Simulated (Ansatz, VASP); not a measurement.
# AlN, level by level in two programs

```
Al N
1.0
     0.00000    2.22683    2.22683
     2.22683    0.00000    2.22683
     2.22683    2.22683    0.00000
Al N
1 1
Cartesian
  0.0000 0.0000 0.0000
  1.1134 1.1134 1.1134
```

Single points on this cell with VASP 6.6.1 and Ansatz 0.2.0. Each row is one pair of runs. Alike in all rows: spin: off; smearing: fermi-dirac, width 0.05 eV; VASP's potentials, cutoff: VASP PAW PBE potentials, release 64 (Al, N), 520 eV.

| level | k mesh | Ansatz's potentials, cutoff | gap on the k mesh at the Fermi level (eV), VASP | gap on the k mesh at the Fermi level (eV), Ansatz | least direct gap on the mesh (eV), VASP | least direct gap on the mesh (eV), Ansatz | pressure (GPa), VASP | pressure (GPa), Ansatz |
| --- | --- | --- | --- | --- | --- | --- | --- | --- |
| r2SCAN | 10 × 10 × 10 | Ansatz PAW, 500 eV | 3.89 | 3.89 | 4.36 | 4.32 | -11.1 | -10.7 |
| BHLYP | 5 × 5 × 5 | Ansatz PAW, 420 eV | 8.19 | 8.22 | 8.19 | 8.22 | -13.7 | -14.0 |
| PBEsol-based global hybrid | 5 × 5 × 5 | Ansatz PAW, 420 eV | 5.72 | 5.69 | 5.72 | 5.69 | -13.7 | -13.7 |

Gap on the k mesh at the fermi level (eV): the two programs differ by at most 0.028; least direct gap on the mesh (eV): the two programs differ by at most 0.036; pressure (GPa): the two programs differ by at most 0.37.

The k mesh is coarse in some rows, so the values compare programs but aren't converged. Noted on Ansatz's runs: odd divisions of the mesh miss points on the zone boundary, where band edges often lie, so the gap on the mesh can be too wide.
